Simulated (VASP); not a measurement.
Input of a VASP 6.6.1 run:

INCAR

```
ALGO = Normal
EDIFF = 1E-6
ENCUT = 600
GGA = PE
GGA_COMPAT = F
ISIF = 2
ISMEAR = 0
LASPH = T
LCHARG = T
LELF = T
LREAL = F
LVHAR = T
LWAVE = F
NBANDS = 11
NELM = 120
PREC = Accurate
SIGMA = 0.02
```

File KPOINTS:

```
k-points
0
Gamma
  8 8 8
```

POSCAR

```
MgO
1.0
    0.0000000000      2.1225566667      2.1085000000
    2.1225566667      0.0000000000      2.1085000000
    2.1225566667      2.1225566667      0.0000000000
Mg O
1 1
Direct
    0.0000000000      0.0000000000      0.0000000000
    0.5000000000      0.5000000000      0.5000000000
```

Potentials or basis: VASP PAW PBE potentials, release 64 (Mg, O).

Command:

```sh
$ cat potpaw_PBE.64/Mg/POTCAR potpaw_PBE.64/O/POTCAR > POTCAR
$ mpirun -np 1 vasp_std > vasp.out
```

Question: What does it give for the band gap on the k mesh?

Answer: 4.56 eV, direct.

Question: Estimate the pressure.

Answer: 1.0 GPa.

Stress tensor (GPa, compression positive):
```
0.55 0.00 0.00
0.00 0.55 0.00
0.00 0.00 1.84
```

Expect the measured gap to be larger: semilocal functionals such as PBE lack the derivative discontinuity.
